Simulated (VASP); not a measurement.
Input of a VASP 6.6.1 run:

INCAR

```
SYSTEM = FeO
PREC     = Accurate       ! precision mode
ENCUT    = 600            ! plane-wave cutoff, eV
EDIFF    = 1E-6           ! SCF threshold, eV
ISMEAR   = 0              ! smearing method
SIGMA    = 0.1            ! smearing width, eV
LREAL    = .FALSE.        ! projectors in reciprocal space
LASPH    = .TRUE.         ! aspherical terms in the spheres
NELM     = 150            ! most SCF steps
ALGO     = Fast           ! electronic algorithm
ISIF     = 4              ! what is computed and relaxed
LWAVE    = .FALSE.        ! write WAVECAR
LCHARG   = .FALSE.        ! write CHGCAR
ISPIN    = 2              ! spin polarisation
MAGMOM   = 3.76 0.37      ! initial moments
LORBIT   = 11             ! projections on sites
LMAXMIX  = 4              ! l up to which the mixer works
GGA      = PS             ! functional
IBRION   = 2              ! ionic algorithm
NSW      = 50             ! ionic steps
EDIFFG   = -0.01          ! ionic threshold
```

Contents of KPOINTS:

```
regular mesh
0
G
  18 18 18
  0 0 0
```

POSCAR

```
FeO
1.0
    1.4856561840      0.8577439978      2.4272570757
   -1.4856561840      0.8577439978      2.4272570757
    0.0000000000     -1.7154879955      2.4272570757
Fe O
1 1
Direct
    0.0000000000      0.0000000000      0.0000000000
    0.5000000000      0.5000000000      0.5000000000
```

Potentials or basis: VASP PAW PBE potentials, release 64 (Fe, O).

Run with:

```bash
$ cat potpaw_PBE.64/Fe/POTCAR potpaw_PBE.64/O/POTCAR > POTCAR
$ mpirun -np 1 vasp_std > vasp.out
```

(1) Predict the site moments.

(2) Predict the net moment.

(3) Predict the band gap on the k mesh.

## Answers

(1) Fe +3.60; O +0.32 μB.

(2) 3.99 μB per cell.

(3) zero (filled and empty bands overlap).

Caveat: a cell with one magnetic atom can't hold antiferromagnetic order, which such compounds often take; semilocal functionals often make such compounds metallic where correlation or magnetic order opens a gap, which also shifts bond lengths.
